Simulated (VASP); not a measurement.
# BAs in VASP: notebook, part 2 of 2

VASP 6.6.1. The steps go on from the part before.

**5. Single point, PBE (volume scaled by 1.06)**

The input, INCAR:

```
  PREC = Accurate
  ENCUT = 520
  EDIFF = 1E-6
  ISMEAR = -1
  SIGMA = 0.03
  LREAL = F
  LASPH = T
  NELM = 80
  ALGO = Normal
  ISIF = 2
  LWAVE = F
  LCHARG = F
  GGA = PE
  NBANDS = 11
```

The input, KPOINTS:

```
regular mesh
0
Gamma
  15 15 15
```

The input, POSCAR:

```
BAs
1.0
    0.0000000000      2.4353452264      2.4353452264
    2.4353452264      0.0000000000      2.4353452264
    2.4353452264      2.4353452264      0.0000000000
B As
1 1
Direct
    0.0000000000      0.0000000000      0.0000000000
    0.7500000000      0.7500000000      0.7500000000
```

On the command line:

```console
cat potpaw_PBE.64/B/POTCAR potpaw_PBE.64/As/POTCAR > POTCAR
mpirun -np 1 vasp_std > vasp.out
```

It took 23 s on 1 thread of AMD EPYC 9R45 (Zen 5), shared host; peak memory 0.15 GiB.

The run converged. Its results:

```yaml
Free_energy: -11.4016 eV
Pressure: -4.1 GPa
Band_gap_on_the_k_mesh: 1.23 eV, indirect (least direct gap 3.21 eV)
```

Levels at points of the mesh, in eV from the valence-band top:
```csv
k point,band 2,band 3,band 4,band 5,band 6,band 7
"(0.00, 0.00, 0.00)",0.00,0.00,0.00,3.21,3.21,3.21
```

 A k mesh can miss the band edges.

**6. Single point, PBE (x and y stretched by -1 %, z held)**

The input, INCAR:

```
PREC = Accurate ; ENCUT = 520
EDIFF = 1E-6 ; ISMEAR = -1
SIGMA = 0.03 ; LREAL = F
LASPH = T ; NELM = 100
ALGO = Normal ; ISIF = 2
LWAVE = F ; LCHARG = F
GGA = PE ; NBANDS = 11
```

KPOINTS is that of step 5.

The input, POSCAR:

```
BAs
1.0
    0.0000000000      2.3646150000      2.3885000000
    2.3646150000      0.0000000000      2.3885000000
    2.3646150000      2.3646150000      0.0000000000
B As
1 1
Direct
    0.0000000000      0.0000000000      0.0000000000
    0.7500000000      0.7500000000      0.7500000000
```

Potentials or basis: VASP PAW PBE potentials, release 64 (B, As).

On the command line:

```console
cat potpaw_PBE.64/B/POTCAR potpaw_PBE.64/As/POTCAR > POTCAR
mpirun -np 1 vasp_std > vasp.out
```

OUTCAR:

```text
PREC = Accurate
   ENCUT = 520
   EDIFF = 1E-6
   ISMEAR = -1
   LREAL = F
   LASPH = T
   NELM = 100
   ISIF = 2
   GGA = PE

 ion  position               nearest neighbor table
   1  0.000  0.000  0.000-   2 2.05   2 2.05   2 2.05   2 2.05
   2  0.750  0.750  0.750-   1 2.05   1 2.05   1 2.05   1 2.05

  LATTYP: Found a body centered tetragonal cell.
 ALAT       =     3.3440706028
 C/A-ratio  =     1.4284985479

  Lattice vectors:

 A1 = (  -2.3646150000,   0.0000000000,   2.3885000000)
 A2 = (   2.3646150000,   0.0000000000,   2.3885000000)
 A3 = (   0.0000000000,   2.3646150000,  -2.3885000000)

Analysis of symmetry for initial positions (statically):
=====================================================================
 Subroutine PRICEL returns:
 Original cell was already a primitive cell.

 Routine SETGRP: Setting up the symmetry group for a
 body centered tetragonal supercell.

 Subroutine GETGRP returns: Found  8 space group operations
 (whereof  8 operations were pure point group operations)
 out of a pool of 16 trial point group operations.

The static configuration has the point symmetry D_2d.

Analysis of symmetry for dynamics (positions and initial velocities):
=====================================================================
 Subroutine PRICEL returns:
 Original cell was already a primitive cell.

 Routine SETGRP: Setting up the symmetry group for a
 body centered tetragonal supercell.

 Subroutine GETGRP returns: Found  8 space group operations
 (whereof  8 operations were pure point group operations)
 out of a pool of 16 trial point group operations.

The dynamic configuration has the point symmetry D_2d.

 Subroutine INISYM returns: Found  8 space group operations
 (whereof  8 operations are pure point group operations),
 and found     1 'primitive' translations

----------------------------------------------------------------------------------------

[... 113 lines left out ...]
  volume/ion in A,a.u.               =      13.36        90.12
  Fermi-wavevector in a.u.,A,eV,Ry     =   1.095333  2.069879 16.323645  1.199754
  Thomas-Fermi vector in A             =   2.231654
   LORBIT       =      0    0 simple, 1 ext, 2 COOP (PROOUT), +10 PAW based schemes
   GGA     = PE    functional components
   LHFCALC =     F    Hartree Fock is set to
   AEXX    =    0.0000 exact exchange contribution
   IVDW    =     0    specifies the selected vdW correction
   LEPSILON=     F    determine dielectric tensor
   LRPA    =     F    only Hartree local field effects (RPA)
 non-spin polarized calculation
  energy-cutoff  :      520.00
  volume of cell :       26.71
 maximum number of plane-waves:       731
 NGX is ok and might be reduce to    28
   NGX = 13   NGY = 13   NGZ = 13

 number of electron       8.0000000 magnetization

 Free energy of the ion-electron system (eV)
  ---------------------------------------------------
  ext. energy  EPLUGINS =         0.00000000
  ---------------------------------------------------
  free energy    TOTEN  =       -11.38878528 eV

  energy without entropy =      -11.38878528  energy(sigma->0) =      -11.38878528

 E-fermi :   6.8957     XC(G=0): -10.6718

 val. band max:        6.3832028139   @ k =   0.0000   0.0000   0.0000
 cond. band min:       7.4606594236   @ k =   0.4000   0.0000   0.4000
 fundamental gap:      1.0774566097
 Fermi energy:         6.8956667217

 k-point     1 :       0.0000    0.0000    0.0000
  band No.  band energies     occupation
      1      -9.2364      2.00000
      2       6.2834      2.00000
      3       6.3832      2.00000
      4       6.3832      2.00000
      5       9.6311      0.00000
      6       9.6311      0.00000
      7       9.6960      0.00000
      8      11.2928      0.00000
      9      16.0321      0.00000
     10      19.2373      0.00000
     11      19.5226      0.00000
[... 309 lines left out ...]
 k-point    24 :       0.2000    0.1333    0.0000
  band No.  band energies     occupation
      1      -8.5790      2.00000
      2       3.4932      2.00000
      3       4.6585      2.00000
      4       4.8404      2.00000
      5       8.9359      0.00000
      6      11.5547      0.00000
      7      12.0026      0.00000
      8      12.5643      0.00000
      9      16.1336      0.00000
     10      18.3351      0.00000
     11      19.7273      0.00000

 [... further k-points ...]
[... 5 lines left out ...]
  --------------------------------------------------------------------------------------
  -------------------------------------------------------------------------------------
  Total        1.1991486      1.1991486      0.8422535      0.0000000      0.0000000      0.0000000
  in kB       71.9295726     71.9295726     50.5216191      0.0000000      0.0000000      0.0000000
  external PRESSURE =      64.7935881 kB  Pullay stress =       0.0000000 kB

 VOLUME and BASIS-vectors are now :
 -----------------------------------------------------------------------------
  energy-cutoff  :      520.00
  volume of cell :       26.71
      direct lattice vectors                 reciprocal lattice vectors
     0.000000000  2.364615000  2.388500000    -0.211450913  0.211450913  0.209336404
     2.364615000  0.000000000  2.388500000     0.211450913 -0.211450913  0.209336404
     2.364615000  2.364615000  0.000000000     0.211450913  0.211450913 -0.209336404

 POSITION                                       TOTAL-FORCE (eV/Angst)
 -----------------------------------------------------------------------------------
      0.00000      0.00000      0.00000        -0.000000     -0.000000      0.000000
      3.54692      3.54692      3.58275         0.000000      0.000000     -0.000000
 -----------------------------------------------------------------------------------
    total drift:                                0.000000      0.000000      0.000000

  FREE ENERGIE OF THE ION-ELECTRON SYSTEM (eV)
  ---------------------------------------------------
  free  energy   TOTEN  =       -11.3887852800 eV

  energy  without entropy=      -11.3887852799  energy(sigma->0) =      -11.38878528
```

OSZICAR:

```text
N       E                     dE             d eps       ncg     rms          rms(c)
DAV:   1     0.123701101365E+02    0.12370E+02   -0.38411E+03  6336   0.647E+02
DAV:   2    -0.113327689072E+02   -0.23703E+02   -0.22512E+02  8416   0.105E+02
DAV:   3    -0.120656570342E+02   -0.73289E+00   -0.73088E+00  7852   0.169E+01
DAV:   4    -0.120676714204E+02   -0.20144E-02   -0.20143E-02  7086   0.994E-01
DAV:   5    -0.120676742495E+02   -0.28291E-05   -0.28295E-05  7612   0.402E-02    0.508E+00
DAV:   6    -0.114599262126E+02    0.60775E+00   -0.16422E+00  6780   0.527E+00    0.247E+00
DAV:   7    -0.113953977497E+02    0.64528E-01   -0.20950E-01  7516   0.224E+00    0.100E+00
DAV:   8    -0.113883234996E+02    0.70743E-02   -0.20671E-02  7206   0.822E-01    0.100E-01
DAV:   9    -0.113886265573E+02   -0.30306E-03   -0.75009E-04  7352   0.161E-01    0.608E-02
DAV:  10    -0.113887795857E+02   -0.15303E-03   -0.18925E-04  6777   0.842E-02    0.124E-02
DAV:  11    -0.113887852390E+02   -0.56533E-05   -0.51381E-06  7813   0.153E-02    0.110E-02
DAV:  12    -0.113887852800E+02   -0.40968E-07   -0.26131E-06  6726   0.883E-03
   1 F= -.11388785E+02 E0= -.11388785E+02  d E =-.373397E-10
```

stdout:

```text
POSCAR found type information on POSCAR B As
 POSCAR found :  2 types and       2 ions
 scaLAPACK will be used
 LDA part: xc-table for (Slater+PW92), standard interpolation
 POSCAR, INCAR and KPOINTS ok, starting setup
 FFT: planning ... GRIDC
 FFT: planning ... GRID_SOFT
 FFT: planning ... GRID
 WAVECAR not read
 entering main loop
```

Run time: 34 s. Hardware: 1 thread of Intel Xeon 6975P-C (Granite Rapids), shared host; peak memory 0.22 GiB.

Results:

```
Free energy            : -11.3888 eV
Pressure               : 6.5 GPa
Band gap on the k mesh : 1.08 eV, indirect (least direct gap 3.25 eV)
```

Stress tensor (GPa, compression positive):
```
7.19 0.00 0.00
0.00 7.19 0.00
0.00 0.00 5.05
```

Caveat: the cell differs from its parent crystal (x and y stretched by -1 %, z held).

**7. The runs side by side**

| cell | gap on the mesh (eV) | pressure (GPa) |
| --- | --- | --- |
| a = 3.367 Å, angles 60.0°, 2 atoms | 1.17 | 4.9 |
| a = 3.389 Å, angles 60.0°, 2 atoms | 1.19 | 2.0 |
| a = 3.422 Å, angles 60.0°, 2 atoms | 1.22 | -1.9 |
| a = 3.444 Å, angles 60.0°, 2 atoms | 1.23 | -4.1 |
| a = 3.361, b = 3.361, c = 3.344 Å, angles 60.2, 60.2, 59.7°, 2 atoms | 1.08 | 6.5 |

Alike in all rows: task single point; level PBE; potentials or basis VASP PAW PBE potentials, release 64 (B, As); no spin polarisation; k mesh 15 × 15 × 15; cutoff (eV) 520; smearing fermi-dirac 0.03 eV.

Total energies depend on the potentials used, so only differences within one code and one set of settings carry meaning.
